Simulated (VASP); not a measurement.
Write the native input for VASP 6.6.1 that does the following.

* Task: single point
* Functional: PBE
* Potentials or basis: VASP PAW PBE potentials, release 64 (Be, S)
* Cutoff: 520 eV
* k mesh: 4 × 4 × 4
* Occupations: gaussian, width 0.1 eV
* Spin: no spin polarisation
* Dipole correction: no
* Further INCAR settings: ALGO = Normal; EDIFF = 1e-06; NBANDS = 21

The structure of BeS4 lies in POSCAR:

```
BeS4
1.0
    5.0438415768      0.0000000000      0.0000000000
    0.0000000000      5.0438415768      0.0000000000
    0.0000000000      0.0000000000      3.3672798384
Be S
1 4
Direct
    0.5000000000      0.5000000000      0.3046532928
    0.2516962582      0.2516962582      0.8046223393
    0.7483037418      0.7483037418      0.8046223393
    0.7483037418      0.2516962582      0.8046223393
    0.2516962582      0.7483037418      0.8046223393
```

The cell was built from a structure type or drawn by symmetry, and may not be a known phase.

The input as run:

INCAR

```
SYSTEM = BeS4
ALGO = Normal
EDIFF = 1E-6
ENCUT = 520
GGA = PE
ISIF = 2
ISMEAR = 0
LASPH = .True.
LCHARG = .False.
LREAL = .False.
LWAVE = .False.
NBANDS = 21
NELM = 100
PREC = Accurate
SIGMA = 0.1
```

KPOINTS

```
k-points
0
Gamma
  4 4 4
  0 0 0
```

Potentials or basis: VASP PAW PBE potentials, release 64 (Be, S).

Command:

```sh
$ cat potpaw_PBE.64/Be/POTCAR potpaw_PBE.64/S/POTCAR > POTCAR
$ mpirun -np 1 vasp_std > vasp.out
```

It gave:

```yaml
Pressure: -0.1 GPa
Largest_force: 0.006 eV/Å
Band_gap_on_the_k_mesh: zero (bands 13 and 14 overlap by 3.91 eV)
```

Caveat: the k points lie up to 0.47 Å⁻¹ apart, too coarse for converged energies and pressures of a metal.

Run time: 36 s on 1 thread of Intel Xeon 8259CL (shared host), peak memory 0.2 GiB.
